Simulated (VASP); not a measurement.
# CdSe (C2) in VASP: further runs

CdSe is run at these levels: PBE; tasks: single point.

Program: VASP 6.6.1. These are calculated values, not measurements. Logs are shortened: lines on timing, memory, paths and dates and some standing lists are left out, and cuts for length are marked.

### 1 The cell of the first run

It takes space group C2 (No. 5, monoclinic). Conventional cell: a = 6.234 Å, b = 6.197 Å, c = 4.011 Å, α = 90.00°, β = 127.16°, γ = 90.00°. Within 3.3 Å of Cd (site symmetry 2) lie 4 Se at 2.53 to 2.93 Å. Se (site symmetry 2) has 4 Cd at 2.53 to 2.93 Å within 3.3 Å.

### 2 Single point, PBE (engineering shear strain xz -0.2200, normal strain along z +0.0500)

Contents of INCAR:

```
SYSTEM = CdSe
PREC = Accurate
ENCUT = 520
EDIFF = 1E-6
ISMEAR = 0
SIGMA = 0.05
LREAL = .False.
LASPH = .True.
NELM = 60
ALGO = Normal
ISIF = 2
LWAVE = .False.
LCHARG = .False.
GGA = PE
NBANDS = 16
```

Contents of KPOINTS:

```
regular mesh
0
Gamma
  10 10 10
  0 0 0
```

Contents of POSCAR:

```
CdSe
1.0
   -0.3408256141      3.2533354072      3.0984146735
    3.0984146735     -0.3408256141      3.0984146735
    2.7575890594      2.9125097931      0.0000000000
Cd Se
1 1
Direct
    0.0000000000      0.0000000000      0.0000000000
    0.7500000000      0.7500000000      0.7500000000
```

Potentials or basis: VASP PAW PBE potentials, release 64 (Cd, Se).

Command:

```console
> cat potpaw_PBE.64/Cd/POTCAR potpaw_PBE.64/Se/POTCAR > POTCAR
> mpirun -np 1 vasp_std > vasp.out
```

OUTCAR:

```text
SYSTEM = CdSe
   PREC = Accurate
   ENCUT = 520
   EDIFF = 1E-6
   ISMEAR = 0
   LREAL = .False.
   LASPH = .True.
   NELM = 60
   ISIF = 2
   GGA = PE

 ion  position               nearest neighbor table
   1  0.000  0.000  0.000-   2 2.53   2 2.53   2 2.93   2 2.93
   2  0.750  0.750  0.750-   1 2.53   1 2.53   1 2.93   1 2.93

  LATTYP: Found a base centered monoclinic cell.
 ALAT       =     6.2342074358
 B/A-ratio  =     0.9940043559
 C/A-ratio  =     0.6433635124
 COS(beta)  =    -0.6040099526

  Lattice vectors:

 A1 = (  -3.0984146735,   0.3408256141,  -3.0984146735)
 A2 = (  -3.0984146735,   0.3408256141,   3.0984146735)
 A3 = (   2.7575890594,   2.9125097931,   0.0000000000)

Analysis of symmetry for initial positions (statically):
=====================================================================
 Subroutine PRICEL returns:
 Original cell was already a primitive cell.

 Routine SETGRP: Setting up the symmetry group for a
 base centered monoclinic supercell.

 Subroutine GETGRP returns: Found  2 space group operations
 (whereof  2 operations were pure point group operations)
 out of a pool of  4 trial point group operations.

The static configuration has the point symmetry C_2 .

Analysis of symmetry for dynamics (positions and initial velocities):
=====================================================================
 Subroutine PRICEL returns:
 Original cell was already a primitive cell.

 Routine SETGRP: Setting up the symmetry group for a
 base centered monoclinic supercell.

 Subroutine GETGRP returns: Found  2 space group operations
 (whereof  2 operations were pure point group operations)
 out of a pool of  4 trial point group operations.

The dynamic configuration has the point symmetry C_2 .

 Subroutine INISYM returns: Found  2 space group operations
 (whereof  2 operations are pure point group operations),
 and found     1 'primitive' translations

----------------------------------------------------------------------------------------

                                     Primitive cell

  volume of cell :      61.7453

  direct lattice vectors                    reciprocal lattice vectors
    -0.340825614  3.253335407  3.098414674    -0.146151341  0.138377334  0.161372848
     3.098414674 -0.340825614  3.098414674     0.146151341 -0.138377334  0.161372848
     2.757589059  2.912509793  0.000000000     0.180356974  0.172582967 -0.161372848

  length of vectors
     4.505610598  4.395055071  4.010861593     0.257972280  0.257972280  0.297245210

  position of ions in fractional coordinates (direct lattice)
     0.000000000  0.000000000  0.000000000
     0.750000000  0.750000000  0.750000000

  ion indices of the primitive-cell ions
   primitive index   ion index
                 1           1
                 2           2

----------------------------------------------------------------------------------------

 KPOINTS: regular mesh

Automatic generation of k-mesh.
 Grid dimensions read from file:
 generate k-points for:   10   10   10

 Generating k-lattice:

  Cartesian coordinates                     Fractional coordinates (reciprocal lattice)
    -0.014615134  0.013837733  0.016137285     0.100000000  0.000000000  0.000000000
     0.014615134 -0.013837733  0.016137285     0.000000000  0.100000000  0.000000000
     0.018035697  0.017258297 -0.016137285    -0.000000000 -0.000000000  0.100000000

  Length of vectors
     0.025797228  0.025797228  0.029724521

  Shift w.r.t. Gamma in fractional coordinates (k-lattice)
     0.000000000  0.000000000  0.000000000

 Subroutine IBZKPT returns following result:
 ===========================================

 Found    282 irreducible k-points:

 Following reciprocal coordinates:
            Coordinates               Weight
  0.000000  0.000000  0.000000      1.000000
  0.100000 -0.000000 -0.000000      4.000000
  0.200000 -0.000000 -0.000000      4.000000
  0.300000  0.000000 -0.000000      4.000000
  0.400000  0.000000  0.000000      4.000000
  0.500000  0.000000  0.000000      2.000000
[... 16 lines left out ...]
  0.300000  0.300000  0.000000      2.000000
  0.400000  0.300000  0.000000      4.000000
 [... further k-points ...]
   k-points           NKPTS =    282   k-points in BZ     NKDIM =    282   number of bands    NBANDS=     16
   number of dos      NEDOS =    301   number of ions     NIONS =      2
   total plane-waves  NPLWV =  38880
   dimension x,y,z NGX =    36 NGY =   36 NGZ =   30
   dimension x,y,z NGXF=    72 NGYF=   72 NGZF=   60
   ions per type =               1   1
   NGX,Y,Z   is equivalent  to a cutoff of  13.28, 13.62, 12.43 a.u.
   NGXF,Y,Z  is equivalent  to a cutoff of  26.57, 27.23, 24.87 a.u.
 SYSTEM =  CdSe
   PREC   = accura    normal or accurate (medium, high low for compatibility)
   ISTART =      0    job   : 0-new  1-cont  2-samecut
   ICHARG =      2    charge: 1-file 2-atom 10-const
   ISPIN  =      1    spin polarized calculation?
   LNONCOLLINEAR =      F non collinear calculations
   LSORBIT =      F    spin-orbit coupling
   LASPH  =      T    aspherical Exc in radial PAW
   ENCUT  =  520.0 eV  38.22 Ry    6.18 a.u.   8.38  8.17  7.46*2*pi/ulx,y,z
   NELM   =     60;   NELMIN=  2; NELMDL= -5     # of ELM steps
   EDIFF  = 0.1E-05   stopping-criterion for ELM
   LREAL  =      F    real-space projection
   EDIFFG = 0.1E-04   stopping-criterion for IOM
   NSW    =      0    number of steps for IOM
   IBRION =     -1    ionic relax: 0-MD 1-quasi-New 2-CG
   NFREE  =      0    steps in history (QN), initial steepest desc. (CG)
   ISIF   =      2    stress and relaxation
   ISYM   =      2    0-nonsym 1-usesym 2-fastsym
   POTIM  = 0.5000    time-step for ionic-motion
   TEBEG  =    0.0;   TEEND  =   0.0 temperature during run
   PSTRESS=    0.0 pullay stress
   NELECT =      18.0000    total number of electrons
   NUPDOWN=      -1.0000    fix difference up-down
   EMIN   =  10.00;   EMAX   =-10.00  energy-range for DOS
   EFERMI =   0.00;   METHOD = LEGACY
   ISMEAR =     0;   SIGMA  =   0.05  broadening in eV -4-tet -1-fermi 0-gaus
   EFERMI_NEDOS =   21; number of points for ismear=-14 and -15
   IALGO  =     38    algorithm
   IMIX   =      4    mixing-type and parameters
     AMIX     =   0.40;   BMIX     =  1.00
     AMIX_MAG =   1.60;   BMIX_MAG =  1.00
  volume/ion in A,a.u.               =      30.87       208.34
  Fermi-wavevector in a.u.,A,eV,Ry     =   1.085503  2.051303 16.031968  1.178316
  Thomas-Fermi vector in A             =   2.221618
   LORBIT       =      0    0 simple, 1 ext, 2 COOP (PROOUT), +10 PAW based schemes
   GGA     = PE    functional components
   LHFCALC =     F    Hartree Fock is set to
   AEXX    =    0.0000 exact exchange contribution
   IVDW    =     0    specifies the selected vdW correction
   LEPSILON=     F    determine dielectric tensor
   LRPA    =     F    only Hartree local field effects (RPA)
 non-spin polarized calculation
 Gauss-broadening in eV      SIGMA  =   0.05
  energy-cutoff  :      520.00
  volume of cell :       61.75
 maximum number of plane-waves:      1680
 NGX is ok and might be reduce to    36
   NGX = 17   NGY = 17   NGZ = 15

 number of electron      17.9999997 magnetization

 Free energy of the ion-electron system (eV)
  ---------------------------------------------------
  ext. energy  EPLUGINS =         0.00000000
  ---------------------------------------------------
  free energy    TOTEN  =        -5.18913418 eV

  energy without entropy =       -5.18913416  energy(sigma->0) =       -5.18913417

 E-fermi :   0.7339     XC(G=0):  -8.4597

 val. band max:        0.5928724071   @ k =   0.0000   0.0000   0.0000
 cond. band min:       0.8749959512   @ k =   0.0000   0.0000   0.0000
 fundamental gap:      0.2821235441
 Fermi energy:         0.7339446688

 k-point     1 :       0.0000    0.0000    0.0000
  band No.  band energies     occupation
      1     -11.9600      2.00000
      2      -7.5937      2.00000
      3      -7.4900      2.00000
      4      -7.4124      2.00000
      5      -7.1999      2.00000
      6      -7.1821      2.00000
[... 8 lines left out ...]
     15      11.0702      0.00000
     16      11.6133      0.00000

 k-point     2 :       0.1000   -0.0000   -0.0000
  band No.  band energies     occupation
      1     -11.9388      2.00000
      2      -7.5882      2.00000
      3      -7.4816      2.00000
      4      -7.3941      2.00000
      5      -7.1987      2.00000
      6      -7.1809      2.00000
[... 8 lines left out ...]
     15      10.9670      0.00000
     16      11.3316      0.00000

 k-point     3 :       0.2000   -0.0000   -0.0000
  band No.  band energies     occupation
      1     -11.8828      2.00000
      2      -7.5743      2.00000
      3      -7.4651      2.00000
      4      -7.3341      2.00000
      5      -7.1928      2.00000
      6      -7.1766      2.00000
[... 8 lines left out ...]
     15      10.9863      0.00000
     16      11.2858      0.00000

 k-point     4 :       0.3000    0.0000   -0.0000
  band No.  band energies     occupation
      1     -11.8125      2.00000
      2      -7.5579      2.00000
      3      -7.4510      2.00000
      4      -7.2511      2.00000
      5      -7.1742      2.00000
      6      -7.1580      2.00000
[... 8 lines left out ...]
     15      10.7533      0.00000
     16      11.5684      0.00000
[... 324 lines left out ...]
 k-point    22 :      -0.2000    0.2000    0.0000
  band No.  band energies     occupation
      1     -11.7987      2.00000
      2      -7.5522      2.00000
      3      -7.4393      2.00000
      4      -7.2534      2.00000
      5      -7.1757      2.00000
      6      -7.1415      2.00000
[... 8 lines left out ...]
     15      10.8123      0.00000
     16      11.1385      0.00000

 k-point    23 :       0.3000    0.3000    0.0000
  band No.  band energies     occupation
      1     -11.7190      2.00000
      2      -7.5154      2.00000
      3      -7.3772      2.00000
      4      -7.2622      2.00000
      5      -7.1585      2.00000
      6      -7.1071      2.00000
[... 8 lines left out ...]
     15      11.9861      0.00000
     16      13.7898      0.00000

 k-point    24 :       0.4000    0.3000    0.0000
  band No.  band energies     occupation
      1     -11.6698      2.00000
      2      -7.4997      2.00000
      3      -7.3774      2.00000
      4      -7.2284      2.00000
      5      -7.1522      2.00000
      6      -7.0261      2.00000
[... 8 lines left out ...]
     15      12.3686      0.00000
     16      13.5968      0.00000

 [... further k-points ...]

------------------------ aborting loop because EDIFF is reached ----------------------------------------

  FORCE on cell =-STRESS in cart. coord.  units (eV):
  Direction    XX          YY          ZZ          XY          YZ          ZX
  --------------------------------------------------------------------------------------
  -------------------------------------------------------------------------------------
  Total        0.5808990      0.3703071      0.3957771      2.8161340      0.0000000      0.0000000
  in kB       15.0732561      9.6087860     10.2696854     73.0734768      0.0000000      0.0000000
  external PRESSURE =      11.6505758 kB  Pullay stress =       0.0000000 kB

 VOLUME and BASIS-vectors are now :
 -----------------------------------------------------------------------------
  energy-cutoff  :      520.00
  volume of cell :       61.75
      direct lattice vectors                 reciprocal lattice vectors
    -0.340825614  3.253335407  3.098414674    -0.146151341  0.138377334  0.161372848
     3.098414674 -0.340825614  3.098414674     0.146151341 -0.138377334  0.161372848
     2.757589059  2.912509793  0.000000000     0.180356974  0.172582967 -0.161372848

 POSITION                                       TOTAL-FORCE (eV/Angst)
 -----------------------------------------------------------------------------------
      0.00000      0.00000      0.00000         0.000000     -0.000000      0.975768
      4.13638      4.36876      4.64762        -0.000000      0.000000     -0.975768
 -----------------------------------------------------------------------------------
    total drift:                               -0.000002     -0.000002      0.000409

  FREE ENERGIE OF THE ION-ELECTRON SYSTEM (eV)
  ---------------------------------------------------
  free  energy   TOTEN  =        -5.1891341823 eV

  energy  without entropy=       -5.1891341626  energy(sigma->0) =       -5.18913417
```

It took 2.8 min on 1 thread of AMD EPYC 9R45 (Zen 5), shared host; peak memory 0.38 GiB.

What came out:

```yaml
Free_energy: -5.1891 eV
Pressure: 1.2 GPa
Largest_force: 0.976 eV/Å
Band_gap_on_the_k_mesh: 0.28 eV
```

Forces in eV/Å, atoms in the order of the input:
```
Cd   0.000  0.000  0.976
Se   0.000  0.000 -0.976
```

Stress tensor (GPa, compression positive):
```
1.51 7.31 0.00
7.31 0.96 0.00
0.00 0.00 1.03
```

Levels at points of the mesh, in eV from the valence-band top:
| k point | band 7 | band 8 | band 9 | band 10 | band 11 | band 12 |
| --- | --- | --- | --- | --- | --- | --- |
| (0.00, 0.00, 0.00) | -0.82 | -0.53 | 0.00 | 0.28 | 4.56 | 5.89 |
| (0.50, 0.00, 0.00) | -4.14 | -0.76 | -0.49 | 2.25 | 5.63 | 6.51 |
| (0.50, 0.50, 0.00) | -3.93 | -2.48 | -1.12 | 2.15 | 4.27 | 8.44 |
| (0.00, 0.00, 0.50) | -4.28 | -1.33 | -1.08 | 1.61 | 5.26 | 6.28 |
| (0.50, 0.00, 0.50) | -4.22 | -1.76 | -1.65 | 3.09 | 3.47 | 7.24 |
| (0.00, 0.50, 0.50) | -3.99 | -1.97 | -1.79 | 2.95 | 3.10 | 7.36 |

Caveat: the cell differs from its parent crystal (engineering shear strain xz -0.2200, normal strain along z +0.0500); semilocal functionals underestimate gaps, and a narrow one can read as zero.

### 3 Single point, PBE (engineering shear strain xz -0.1467, normal strain along z +0.0500)

Contents of INCAR:

```
SYSTEM = CdSe
PREC     = Accurate       ! precision mode
ENCUT    = 520            ! plane-wave cutoff, eV
EDIFF    = 1E-7           ! SCF threshold, eV
ISMEAR   = 0              ! smearing method
SIGMA    = 0.05           ! smearing width, eV
LREAL    = .FALSE.        ! projectors in reciprocal space
LASPH    = .TRUE.         ! aspherical terms in the spheres
NELM     = 80             ! most SCF steps
ALGO     = Normal         ! electronic algorithm
ISIF     = 2              ! what is computed and relaxed
LWAVE    = .FALSE.        ! write WAVECAR
LCHARG   = .FALSE.        ! write CHGCAR
GGA      = PE             ! functional
NBANDS   = 16             ! bands
```

Contents of KPOINTS:

```
regular mesh
0
G
  10 10 10
  0 0 0
```

Contents of POSCAR:

```
CdSe
1.0
   -0.2272687163      3.2533354072      3.0984146735
    3.0984146735     -0.2272687163      3.0984146735
    2.8711459572      3.0260666909      0.0000000000
Cd Se
1 1
Direct
    0.0000000000      0.0000000000      0.0000000000
    0.7500000000      0.7500000000      0.7500000000
```

Potentials or basis: VASP PAW PBE potentials, release 64 (Cd, Se).

Command:

```console
> cat potpaw_PBE.64/Cd/POTCAR potpaw_PBE.64/Se/POTCAR > POTCAR
> mpirun -np 1 vasp_std > vasp.out
```

Run time: 2.8 min. Hardware: 1 thread of AMD EPYC 9R45 (Zen 5), shared host; peak memory 0.39 GiB.

The run converged. Its results:

```
Free energy            : -5.3554 eV
Pressure               : -0.5 GPa
Largest force          : 0.569 eV/Å
Band gap on the k mesh : 0.36 eV
```

Forces on the atoms (eV/Å):
```
Cd   0.000  0.000  0.569
Se   0.000  0.000 -0.569
```

Stress tensor (GPa, compression positive):
```
-0.15  4.62  0.00
 4.62 -0.95  0.00
 0.00  0.00 -0.41
```

Levels at points of the mesh, in eV from the valence-band top:
| k point | band 6 | band 7 | band 8 | band 9 | band 10 | band 11 | band 12 | band 13 |
| --- | --- | --- | --- | --- | --- | --- | --- | --- |
| (0.00, 0.00, 0.00) | -7.59 | -0.43 | -0.34 | 0.00 | 0.36 | 5.03 | 5.86 | 6.61 |
| (0.50, 0.00, 0.00) | -7.40 | -3.98 | -0.66 | -0.52 | 2.30 | 5.95 | 6.69 | 6.93 |
| (0.50, 0.50, 0.00) | -7.30 | -3.75 | -2.16 | -1.27 | 2.57 | 3.97 | 8.58 | 9.05 |
| (0.00, 0.00, 0.50) | -7.32 | -4.07 | -1.08 | -0.88 | 1.83 | 5.61 | 6.42 | 7.26 |
| (0.50, 0.00, 0.50) | -7.34 | -4.02 | -1.60 | -1.55 | 3.23 | 3.65 | 7.72 | 9.20 |
| (0.00, 0.50, 0.50) | -7.28 | -3.78 | -1.81 | -1.69 | 3.09 | 3.28 | 7.88 | 9.18 |

Caveat: the cell differs from its parent crystal (engineering shear strain xz -0.1467, normal strain along z +0.0500); semilocal functionals underestimate gaps, and a narrow one can read as zero.

### 4 Single point, PBE (engineering shear strain xz -0.0733, normal strain along z +0.0500)

Contents of INCAR:

```
ALGO = Normal
EDIFF = 1E-6
ENCUT = 520
GGA = PE
ISIF = 2
ISMEAR = 0
LASPH = T
LCHARG = F
LREAL = F
LWAVE = F
NBANDS = 16
NELM = 80
PREC = Accurate
SIGMA = 0.05
```

Contents of KPOINTS:

```
k-points
0
Gamma
  10 10 10
```

Contents of POSCAR:

```
CdSe
1.0
   -0.1135568978      3.2533354072      3.0984146735
    3.0984146735     -0.1135568978      3.0984146735
    2.9848577757      3.1397785094      0.0000000000
Cd Se
1 1
Direct
    0.0000000000      0.0000000000      0.0000000000
    0.7500000000      0.7500000000      0.7500000000
```

Command:

```console
> cat potpaw_PBE.64/Cd/POTCAR potpaw_PBE.64/Se/POTCAR > POTCAR
> mpirun -np 1 vasp_std > vasp.out
```

It took 2.4 min on 1 thread of AMD EPYC 9R45 (Zen 5), shared host; peak memory 0.39 GiB.

It converged, with:

- Free energy: -5.4487 eV
- Pressure: -1.5 GPa
- Largest force: 0.260 eV/Å
- Band gap on the k mesh: 0.36 eV

Forces in eV/Å, atoms in the order of the input:
```
Cd   0.000  0.000  0.260
Se   0.000  0.000 -0.260
```

Stress tensor (GPa, compression positive):
```
-1.13  2.22  0.00
 2.22 -2.09  0.00
 0.00  0.00 -1.21
```

Levels at points of the mesh, in eV from the valence-band top:
```csv
k point,band 6,band 7,band 8,band 9,band 10,band 11,band 12,band 13
"(0.00, 0.00, 0.00)",-7.46,-0.21,-0.14,0.00,0.36,5.47,5.86,6.25
"(0.50, 0.00, 0.00)",-7.26,-3.88,-0.68,-0.52,2.27,6.20,6.65,6.87
"(0.50, 0.50, 0.00)",-7.17,-3.64,-1.87,-1.43,2.96,3.67,8.68,9.20
"(0.00, 0.00, 0.50)",-7.22,-3.93,-0.90,-0.69,2.03,5.94,6.49,7.18
"(0.50, 0.00, 0.50)",-7.23,-3.88,-1.49,-1.48,3.32,3.76,8.14,9.48
"(0.00, 0.50, 0.50)",-7.17,-3.64,-1.70,-1.63,3.19,3.40,8.39,9.55
```

Caveat: the cell differs from its parent crystal (engineering shear strain xz -0.0733, normal strain along z +0.0500); semilocal functionals underestimate gaps, and a narrow one can read as zero.

### 5 Summary

```csv
cell,gap on the mesh (eV),pressure (GPa),largest force (eV/Å)
"a = 4.506, b = 4.395, c = 4.011 Å, angles 64.6, 61.8, 67.9°, 2 atoms",0.28,1.2,0.98
"a = 4.498, b = 4.388, c = 4.171 Å, angles 63.4, 60.7, 65.6°, 2 atoms",0.36,-0.5,0.57
"a = 4.494, b = 4.383, c = 4.332 Å, angles 62.1, 59.5, 63.2°, 2 atoms",0.36,-1.5,0.26
```

Alike in all rows: task single point; level PBE; potentials or basis VASP PAW PBE potentials, release 64 (Cd, Se); no spin polarisation; k mesh 10 × 10 × 10; cutoff (eV) 520; smearing gaussian 0.05 eV.

Caveats: semilocal functionals underestimate gaps, and a narrow one can read as zero.

Absolute energies hang on the potentials; compare differences alone.
